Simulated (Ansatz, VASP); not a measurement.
## One calculation of BN, two programs

Contents of POSCAR:

```
BN
1.0
    0.0000000000      1.8048245542      1.8048245542
    1.8048245542      0.0000000000      1.8048245542
    1.8048245542      1.8048245542      0.0000000000
B N
1 1
Direct
    0.0000000000      0.0000000000      0.0000000000
    0.2500000000      0.2500000000      0.2500000000
```

File INCAR.step1:

```
PREC = Accurate
ENCUT = 660
ISMEAR = 0
SIGMA = 0.01
LREAL = F
LASPH = T
NELM = 120
NBANDS = 11
GGA = PE
ALGO = Normal
EDIFF = 1E-5
LWAVE = T
LCHARG = F
GGA_COMPAT = F
```

The input INCAR.step2:

```
PREC = Accurate
ENCUT = 660
EDIFF = 1E-6
ISMEAR = 0
SIGMA = 0.01
LREAL = F
LASPH = T
NELM = 120
ALGO = Normal
ISIF = 2
LWAVE = F
LCHARG = F
METAGGA = R2SCAN
LMIXTAU = T
NBANDS = 11
ISTART = 1
GGA_COMPAT = F
```

The input KPOINTS:

```
regular mesh
0
Gamma
  4 4 4
```

Input for Ansatz:

```yaml
crystal:
  lattice:
    - [0.0, 1.8048245542, 1.8048245542]
    - [1.8048245542, 0.0, 1.8048245542]
    - [1.8048245542, 1.8048245542, 0.0]
  atoms:
    - { symbol: B, position: [0.0, 0.0, 0.0] }
    - { symbol: "N", position: [0.25, 0.25, 0.25] }
kpoints:
  mp_grid: { grid: [4, 4, 4] }
hamiltonian:
  xc: r2scan
scf:
  occupations: { method: fixed }
  n_extra_bands: 4
output:
  forces: true
  stress: true
  eigenvalues: true
```

Alike in both runs: task single point; functional r2SCAN; k mesh 4 × 4 × 4; no spin polarisation.

|  | VASP | Ansatz |
| --- | --- | --- |
| version | VASP 6.6.1 | Ansatz 0.2.0 |
| potentials or method | VASP PAW PBE potentials, release 64 (B, N) | plane waves |
| plane-wave cutoff (eV) | 660 | 500 |
| occupations | gaussian, width 0.01 eV | fixed |
| valence electrons in the cell | 8 | 8 |

Ansatz gave:

```
gap on the k mesh at the Fermi level (eV) : 4.98
pressure (GPa)                            : 0.7
```

Which values does VASP return?

gap on the k mesh at the Fermi level (eV): 4.96; pressure (GPa): 1.9.

VASP's potentials were made for PBE, not for r2SCAN.

The k mesh is coarse, so the values compare programs but aren't converged.
